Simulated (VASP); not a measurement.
A run of VASP 6.6.1:

INCAR

```
SYSTEM = Co
PREC     = Accurate       ! precision mode
ENCUT    = 600            ! plane-wave cutoff, eV
EDIFF    = 1E-6           ! SCF threshold, eV
ISMEAR   = -1             ! smearing method
SIGMA    = 0.05           ! smearing width, eV
LREAL    = .FALSE.        ! projectors in reciprocal space
LASPH    = .TRUE.         ! aspherical terms in the spheres
NELM     = 200            ! most SCF steps
ALGO     = Normal         ! electronic algorithm
ISIF     = 2              ! what is computed and relaxed
LWAVE    = .FALSE.        ! write WAVECAR
LCHARG   = .TRUE.         ! write CHGCAR
ISPIN    = 2              ! spin polarisation
MAGMOM   = 1 1 1 1        ! initial moments
LORBIT   = 11             ! projections on sites
NUPDOWN  = 4.0            ! fixed moment
LMAXMIX  = 4              ! l up to which the mixer works
GGA      = PE             ! functional
LELF     = .TRUE.         ! ELF
LVHAR    = .TRUE.       
NBANDS   = 46             ! bands
GGA_COMPAT= .FALSE.
```

KPOINTS

```
regular mesh
0
G
  10 10 3
  0 0 0
```

Contents of POSCAR:

```
Co
1.0
    2.4705617809      0.0000000000      0.0000000000
   -1.2352808905      2.1395692639      0.0000000000
    0.0000000000      0.0000000000      8.0882338000
Co
4
Direct
    0.6666666667      0.3333333333      0.7500000000
    0.0000000000      0.0000000000      0.5000000000
    0.3333333333      0.6666666667      0.2500000000
    0.0000000000      0.0000000000      0.0000000000
```

Potentials or basis: VASP PAW PBE potentials, release 64 (Co_sv).

Launch:

```console
$ cat potpaw_PBE.64/Co_sv/POTCAR > POTCAR
$ mpirun -np 1 vasp_std > vasp.out
```

Hardware: 1 thread of Intel(R) Xeon(R) Platinum 8259CL CPU @ 2.50GHz (Skylake/Cascade Lake) (shared host).

Q: Estimate the wall time of this run.

A: Run time: 4.8 min on 1 thread of Intel(R) Xeon(R) Platinum 8259CL CPU @ 2.50GHz (Skylake/Cascade Lake), on a shared host, peak memory 0.24 GiB. Counts: scf iterations 26, k points 28.
